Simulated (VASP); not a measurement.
Here is a VASP 6.6.1 calculation.

Contents of INCAR:

```
PREC = Accurate
ENCUT = 520
EDIFF = 1E-6
ISMEAR = 0
SIGMA = 0.15
LREAL = F
LASPH = T
NELM = 150
ALGO = Normal
ISIF = 2
LWAVE = F
LCHARG = F
ISPIN = 2
MAGMOM = 0.25
LORBIT = 11
NUPDOWN = 0.25
LMAXMIX = 4
GGA = PS
NBANDS = 15
```

Contents of KPOINTS:

```
Automatic mesh
0
Gamma
  22 22 22
```

File POSCAR:

```
Pt
1.0
    0.0000000000      1.8983364941      1.8983364941
    1.8983364941      0.0000000000      1.8983364941
    1.8983364941      1.8983364941      0.0000000000
Pt
1
Direct
    0.0000000000      0.0000000000      0.0000000000
```

Potentials or basis: VASP PAW PBE potentials, release 64 (Pt).

Launch:

```sh
$ cat potpaw_PBE.64/Pt/POTCAR > POTCAR
$ mpirun -np 1 vasp_std > vasp.out
```

Q: What does it give for the pressure?

A: 35.1 GPa.

Caveat: the PAW data sets were made with another functional, which shifts forces and pressure a little; the total moment is fixed, so each spin has its own Fermi level.
